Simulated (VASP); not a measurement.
# SiC (P1) in VASP: single point with r2SCAN

Aim: the single point of SiC with r2SCAN.

Program: VASP 6.6.1. These are calculated values, not measurements. Logs are shortened: lines on timing, memory, paths and dates and some standing lists are left out, and cuts for length are marked.

## Step 1: The cell of the first run

The typed cell holds 4 atoms: a = 3.075 Å, b = 3.075 Å, c = 5.048 Å, α = 90.00°, β = 90.00°, γ = 120.00°.

## Step 2: Single point, r2SCAN (atom 3 (C) moved +0.450 Å along Cartesian [1 1 0])

The input, POSCAR:

```
SiC
1.0
    3.0751950059      0.0000000000      0.0000000000
   -1.5375975029      2.6631969967      0.0000000000
    0.0000000000      0.0000000000      5.0481668544
Si C
2 2
Direct
    0.3333333333      0.6666666667      0.0046028828
    0.6666666667      0.3333333333      0.5046028828
    0.4965456764      0.7861463942      0.3803971172
    0.6666666667      0.3333333333      0.8803971172
```

The input, INCAR.step1:

```
PREC = Accurate
ENCUT = 520
ISMEAR = 0
SIGMA = 0.05
LREAL = F
LASPH = T
NELM = 60
NBANDS = 16
GGA = PE
ALGO = Normal
EDIFF = 1E-4
LWAVE = T
LCHARG = F
```

The input, INCAR.step2:

```
PREC = Accurate
ENCUT = 520
EDIFF = 1E-7
ISMEAR = 0
SIGMA = 0.05
LREAL = F
LASPH = T
NELM = 60
ALGO = Normal
ISIF = 2
LWAVE = F
LCHARG = F
METAGGA = R2SCAN
LMIXTAU = T
NBANDS = 16
ISTART = 1
```

The input, KPOINTS:

```
regular mesh
0
Gamma
  12 12 6
```

Potentials or basis: VASP PAW PBE potentials, release 64 (Si, C).

The run is started by

```
$ cat potpaw_PBE.64/Si/POTCAR potpaw_PBE.64/C/POTCAR > POTCAR
$ cp INCAR.step1 INCAR
$ mpirun -np 1 vasp_std > vasp.out
$ cp INCAR.step2 INCAR
$ mpirun -np 1 vasp_std > vasp.out
```

OUTCAR:

```text
PREC = Accurate
   ENCUT = 520
   EDIFF = 1E-7
   ISMEAR = 0
   LREAL = F
   LASPH = T
   NELM = 60
   ISIF = 2
   METAGGA = R2SCAN
   ISTART = 1

 ion  position               nearest neighbor table
   1  0.333  0.667  0.005-   4 1.88   4 1.88   4 1.88   3 1.95   2 3.09   2 3.09   2 3.09   2 3.09
                             2 3.09   2 3.09
   2  0.667  0.333  0.505-   3 1.62   3 1.83   4 1.90   3 2.30   1 3.09   1 3.09   1 3.09   1 3.09
                             1 3.09   1 3.09
   3  0.497  0.786  0.380-   2 1.62   2 1.83   1 1.95   2 2.30
   4  0.667  0.333  0.880-   1 1.88   1 1.88   1 1.88   2 1.90

  LATTYP: Found a hexagonal cell.
 ALAT       =     3.0751950059
 C/A-ratio  =     1.6415761748

  Lattice vectors:

 A1 = (   3.0751950059,   0.0000000000,   0.0000000000)
 A2 = (  -1.5375975029,   2.6631969967,   0.0000000000)
 A3 = (   0.0000000000,   0.0000000000,   5.0481668544)

Analysis of symmetry for initial positions (statically):
=====================================================================
 Subroutine PRICEL returns:
 Original cell was already a primitive cell.

 Routine SETGRP: Setting up the symmetry group for a
 hexagonal supercell.

 Subroutine GETGRP returns: Found  1 space group operations
 (whereof  1 operations were pure point group operations)
 out of a pool of 24 trial point group operations.

The static configuration has the point symmetry C_1 .

Analysis of symmetry for dynamics (positions and initial velocities):
=====================================================================
 Subroutine PRICEL returns:
 Original cell was already a primitive cell.

 Routine SETGRP: Setting up the symmetry group for a
 hexagonal supercell.

 Subroutine GETGRP returns: Found  1 space group operations
 (whereof  1 operations were pure point group operations)
 out of a pool of 24 trial point group operations.

The dynamic configuration has the point symmetry C_1 .

 Subroutine INISYM returns: Found  1 space group operations
 (whereof  1 operations are pure point group operations),
 and found     1 'primitive' translations

----------------------------------------------------------------------------------------

                                     Primitive cell

  volume of cell :      41.3437

  direct lattice vectors                    reciprocal lattice vectors
     3.075195006  0.000000000  0.000000000     0.325182630  0.187744279  0.000000000
    -1.537597503  2.663196997  0.000000000     0.000000000  0.375488558  0.000000000
     0.000000000  0.000000000  5.048166854     0.000000000  0.000000000  0.198091709

  length of vectors
     3.075195006  3.075195006  5.048166854     0.375488558  0.375488558  0.198091709

  position of ions in fractional coordinates (direct lattice)
     0.333333333  0.666666667  0.004602883
     0.666666667  0.333333333  0.504602883
     0.496545676  0.786146394  0.380397117
     0.666666667  0.333333333  0.880397117

  ion indices of the primitive-cell ions
   primitive index   ion index
                 1           1
                 2           2
                 3           3
                 4           4

----------------------------------------------------------------------------------------

 KPOINTS: regular mesh

Automatic generation of k-mesh.
 Grid dimensions read from file:
 generate k-points for:   12   12    6

 Generating k-lattice:

  Cartesian coordinates                     Fractional coordinates (reciprocal lattice)
     0.027098553  0.015645357  0.000000000     0.083333333  0.000000000  0.000000000
     0.000000000  0.031290713  0.000000000     0.000000000  0.083333333  0.000000000
     0.000000000  0.000000000  0.033015285     0.000000000  0.000000000  0.166666667

  Length of vectors
     0.031290713  0.031290713  0.033015285

  Shift w.r.t. Gamma in fractional coordinates (k-lattice)
     0.000000000  0.000000000  0.000000000

 Subroutine IBZKPT returns following result:
 ===========================================

 Found    436 irreducible k-points:

 Following reciprocal coordinates:
            Coordinates               Weight
  0.000000  0.000000  0.000000      1.000000
  0.083333  0.000000  0.000000      2.000000
  0.000000  0.083333  0.000000      2.000000
 -0.083333  0.083333  0.000000      2.000000
  0.166667  0.000000  0.000000      2.000000
  0.000000  0.166667  0.000000      2.000000
[... 16 lines left out ...]
  0.166667  0.083333  0.000000      2.000000
 -0.083333  0.250000  0.000000      2.000000
 [... further k-points ...]
   k-points           NKPTS =    436   k-points in BZ     NKDIM =    436   number of bands    NBANDS=     16
   number of dos      NEDOS =    301   number of ions     NIONS =      4
   total plane-waves  NPLWV =  23040
   dimension x,y,z NGX =    24 NGY =   24 NGZ =   40
   dimension x,y,z NGXF=    48 NGYF=   48 NGZF=   80
   ions per type =               2   2
   NGX,Y,Z   is equivalent  to a cutoff of  12.97, 12.97, 13.17 a.u.
   NGXF,Y,Z  is equivalent  to a cutoff of  25.95, 25.95, 26.35 a.u.
 SYSTEM =  unknown system
   PREC   = accura    normal or accurate (medium, high low for compatibility)
   ISTART =      1    job   : 0-new  1-cont  2-samecut
   ICHARG =      0    charge: 1-file 2-atom 10-const
   ISPIN  =      1    spin polarized calculation?
   LNONCOLLINEAR =      F non collinear calculations
   LSORBIT =      F    spin-orbit coupling
   LASPH  =      T    aspherical Exc in radial PAW
   ENCUT  =  520.0 eV  38.22 Ry    6.18 a.u.   5.72  5.72  9.39*2*pi/ulx,y,z
   NELM   =     60;   NELMIN=  2; NELMDL=  0     # of ELM steps
   EDIFF  = 0.1E-06   stopping-criterion for ELM
   LREAL  =      F    real-space projection
   EDIFFG = 0.1E-05   stopping-criterion for IOM
   NSW    =      0    number of steps for IOM
   IBRION =     -1    ionic relax: 0-MD 1-quasi-New 2-CG
   NFREE  =      0    steps in history (QN), initial steepest desc. (CG)
   ISIF   =      2    stress and relaxation
   ISYM   =      2    0-nonsym 1-usesym 2-fastsym
   POTIM  = 0.5000    time-step for ionic-motion
   TEBEG  =    0.0;   TEEND  =   0.0 temperature during run
   PSTRESS=    0.0 pullay stress
   NELECT =      16.0000    total number of electrons
   NUPDOWN=      -1.0000    fix difference up-down
   EMIN   =  10.00;   EMAX   =-10.00  energy-range for DOS
   EFERMI =   0.00;   METHOD = LEGACY
   ISMEAR =     0;   SIGMA  =   0.05  broadening in eV -4-tet -1-fermi 0-gaus
   EFERMI_NEDOS =   21; number of points for ismear=-14 and -15
   IALGO  =     38    algorithm
   IMIX   =      4    mixing-type and parameters
     AMIX     =   0.40;   BMIX     =  1.00
     AMIX_MAG =   1.60;   BMIX_MAG =  1.00
  volume/ion in A,a.u.               =      10.34        69.75
  Fermi-wavevector in a.u.,A,eV,Ry     =   1.193012  2.254466 19.364879  1.423278
  Thomas-Fermi vector in A             =   2.329037
   LORBIT       =      0    0 simple, 1 ext, 2 COOP (PROOUT), +10 PAW based schemes
   METAGGA = R2SCAN    functional components
   LHFCALC =     F    Hartree Fock is set to
   AEXX    =    0.0000 exact exchange contribution
   IVDW    =     0    specifies the selected vdW correction
   LEPSILON=     F    determine dielectric tensor
   LRPA    =     F    only Hartree local field effects (RPA)
 non-spin polarized calculation
 Gauss-broadening in eV      SIGMA  =   0.05
  energy-cutoff  :      520.00
  volume of cell :       41.34
 maximum number of plane-waves:      1126
   NGX = 11   NGY = 11   NGZ = 19

 number of electron      16.0000000 magnetization

 Free energy of the ion-electron system (eV)
  ---------------------------------------------------
  ext. energy  EPLUGINS =         0.00000000
  ---------------------------------------------------
  free energy    TOTEN  =       -37.09455382 eV

  energy without entropy =      -37.09455382  energy(sigma->0) =      -37.09455382

 E-fermi :   9.3285     XC(G=0): -11.9350

 val. band max:        9.1142304605   @ k =   0.0000   0.0000   0.0000
 cond. band min:      10.4176402686   @ k =  -0.4167  -0.2500   0.0000
 fundamental gap:      1.3034098081
 Fermi energy:         9.3285336353

 k-point     1 :       0.0000    0.0000    0.0000
  band No.  band energies     occupation
      1      -8.2564      2.00000
      2      -4.6779      2.00000
      3      -0.8314      2.00000
      4       5.5128      2.00000
      5       7.2537      2.00000
      6       7.7043      2.00000
[... 8 lines left out ...]
     15      19.0850      0.00000
     16      19.2159      0.00000

 k-point     2 :       0.0833    0.0000    0.0000
  band No.  band energies     occupation
      1      -8.1350      2.00000
      2      -4.5730      2.00000
      3      -0.7196      2.00000
      4       5.3740      2.00000
      5       6.4940      2.00000
      6       7.5695      2.00000
[... 8 lines left out ...]
     15      18.6658      0.00000
     16      18.9806      0.00000

 k-point     3 :       0.0000    0.0833    0.0000
  band No.  band energies     occupation
      1      -8.1306      2.00000
      2      -4.5744      2.00000
      3      -0.7138      2.00000
      4       5.0395      2.00000
      5       6.9043      2.00000
      6       7.3531      2.00000
[... 8 lines left out ...]
     15      18.5864      0.00000
     16      18.8849      0.00000

 k-point     4 :      -0.0833    0.0833    0.0000
  band No.  band energies     occupation
      1      -8.1317      2.00000
      2      -4.5739      2.00000
      3      -0.7152      2.00000
      4       5.0858      2.00000
      5       6.8609      2.00000
      6       7.4261      2.00000
[... 8 lines left out ...]
     15      18.6352      0.00000
     16      19.3444      0.00000
[... 324 lines left out ...]
 k-point    22 :      -0.1667    0.0833    0.0000
  band No.  band energies     occupation
      1      -7.8922      2.00000
      2      -4.3681      2.00000
      3      -0.4974      2.00000
      4       4.7911      2.00000
      5       5.6653      2.00000
      6       7.1049      2.00000
[... 8 lines left out ...]
     15      18.2797      0.00000
     16      18.8734      0.00000

 k-point    23 :       0.1667    0.0833    0.0000
  band No.  band energies     occupation
      1      -7.4171      2.00000
      2      -3.9794      2.00000
      3      -0.0795      2.00000
      4       3.7028      2.00000
      5       4.5180      2.00000
      6       6.3179      2.00000
[... 8 lines left out ...]
     15      18.6215      0.00000
     16      19.2921      0.00000

 k-point    24 :      -0.0833    0.2500    0.0000
  band No.  band energies     occupation
      1      -7.3809      2.00000
      2      -3.9989      2.00000
      3      -0.0419      2.00000
      4       2.9066      2.00000
      5       5.2109      2.00000
      6       5.8982      2.00000
[... 8 lines left out ...]
     15      18.2192      0.00000
     16      18.8341      0.00000

 [... further k-points ...]

------------------------ aborting loop because EDIFF is reached ----------------------------------------

  FORCE on cell =-STRESS in cart. coord.  units (eV):
  Direction    XX          YY          ZZ          XY          YZ          ZX
  --------------------------------------------------------------------------------------
  -------------------------------------------------------------------------------------
  Total        0.0285464      6.6567552      0.7534719     -2.4105511      2.3750137     -0.9316465
  in kB        1.1062483    257.9666204     29.1989997    -93.4151423     92.0379744    -36.1037328
  external PRESSURE =      96.0906228 kB  Pullay stress =       0.0000000 kB

 VOLUME and BASIS-vectors are now :
 -----------------------------------------------------------------------------
  energy-cutoff  :      520.00
  volume of cell :       41.34
      direct lattice vectors                 reciprocal lattice vectors
     3.075195006  0.000000000  0.000000000     0.325182630  0.187744279  0.000000000
    -1.537597503  2.663196997  0.000000000     0.000000000  0.375488558  0.000000000
     0.000000000  0.000000000  5.048166854     0.000000000  0.000000000  0.198091709

 POSITION                                       TOTAL-FORCE (eV/Angst)
 -----------------------------------------------------------------------------------
     -0.00000      1.77546      0.02324         0.760897      0.797325      0.385264
      1.53760      0.88773      2.54732         0.479749      6.368757      2.732236
      0.31820      2.09366      1.92031        -1.235249     -7.270713     -3.063650
      1.53760      0.88773      4.44439        -0.005397      0.104630     -0.053850
 -----------------------------------------------------------------------------------
    total drift:                               -0.000127     -0.000138     -0.000057

  FREE ENERGIE OF THE ION-ELECTRON SYSTEM (eV)
  ---------------------------------------------------
  free  energy   TOTEN  =       -37.0945538238 eV

  energy  without entropy=      -37.0945538238  energy(sigma->0) =      -37.09455382
```

Run time: 15 min. Hardware: 1 thread of Intel Xeon 8259CL, shared host; peak memory 0.35 GiB.

Results:

```
Free energy            : -37.0946 eV
Pressure               : 9.6 GPa
Largest force          : 7.986 eV/Å
Band gap on the k mesh : 1.30 eV (least direct gap 3.87 eV)
```

Forces in eV/Å, atoms in the order of the input:
```
Si   0.761  0.797  0.385
Si   0.480  6.369  2.732
C   -1.235 -7.271 -3.064
C   -0.005  0.105 -0.054
```

Levels at points of the mesh, in eV from the valence-band top:
```csv
k point,band 4,band 5,band 6,band 7,band 8,band 9,band 10,band 11,band 12,band 13
"(0.00, 0.00, 0.00)",-3.60,-1.86,-1.41,-1.11,0.00,4.10,5.19,6.25,6.69,6.83
"(0.50, 0.00, 0.00)",-7.14,-6.45,-5.04,-3.14,-2.71,1.71,2.22,5.81,6.71,9.49
"(0.00, 0.50, 0.00)",-8.27,-6.08,-5.08,-4.06,-1.94,2.31,4.43,6.16,6.58,8.91
"(0.50, 0.50, 0.00)",-7.79,-6.46,-4.64,-3.93,-2.11,2.18,3.82,5.65,6.34,9.41
"(0.00, 0.00, 0.50)",-5.51,-3.26,-1.80,-1.75,-0.12,4.57,5.53,6.03,6.47,6.87
"(0.50, 0.00, 0.50)",-8.38,-4.68,-3.85,-3.69,-3.40,2.74,3.17,4.37,4.94,9.77
"(0.00, 0.50, 0.50)",-9.57,-3.80,-3.45,-3.17,-2.31,2.15,2.43,4.21,4.93,9.67
"(0.50, 0.50, 0.50)",-9.59,-4.06,-3.64,-3.17,-2.10,1.77,2.61,4.29,4.74,9.31
```

Caveat: the cell differs from its parent crystal (atom 3 (C) moved +0.450 Å along Cartesian [1 1 0]); the cell stands under pressure; the PAW data sets were made with another functional, which shifts forces and pressure a little.
